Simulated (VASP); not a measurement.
A run of VASP 6.6.1 is set up as follows.

The input INCAR:

```
PREC     = Accurate       # precision mode
ENCUT    = 600            # plane-wave cutoff, eV
EDIFF    = 1E-6           # SCF threshold, eV
ISMEAR   = 0              # smearing method
SIGMA    = 0.1            # smearing width, eV
LREAL    = False          # projectors in reciprocal space
LASPH    = True           # aspherical terms in the spheres
NELM     = 120            # most SCF steps
ALGO     = Normal         # electronic algorithm
ISIF     = 2              # what is computed and relaxed
LWAVE    = False          # write WAVECAR
LCHARG   = False          # write CHGCAR
GGA      = PS             # functional
NBANDS   = 16             # bands
GGA_COMPAT= False
```

The input KPOINTS:

```
Automatic mesh
0
Gamma
  6 6 6
```

The input POSCAR:

```
TiO
1.0
    2.7870572578      0.0000000000      0.0000000000
   -1.3935286289      2.4136623871      0.0000000000
    0.0000000000      0.0000000000      2.7975367065
Ti O
1 1
Direct
    0.6666666667      0.3333333333      0.0000000000
    0.0000000000      0.0000000000      0.5000000000
```

Potentials or basis: VASP PAW PBE potentials, release 64 (Ti_sv, O).

Run with:

```bash
$ cat potpaw_PBE.64/Ti_sv/POTCAR potpaw_PBE.64/O/POTCAR > POTCAR
$ mpirun -np 1 vasp_std > vasp.out
```

**Question.** Predict the pressure.

**Answer.** 0.5 GPa.

**Question.** What does it give for the band gap on the k mesh?

**Answer.** Zero (filled and empty bands touch).

Stress tensor (GPa, compression positive):
```
0.45 0.00 0.00
0.00 0.45 0.00
0.00 0.00 0.72
```

Caveat: the k points lie up to 0.43 Å⁻¹ apart; the PAW data sets were made with another functional, which shifts forces and pressure a little; semilocal functionals often make such compounds metallic where correlation or magnetic order opens a gap, which also shifts bond lengths.
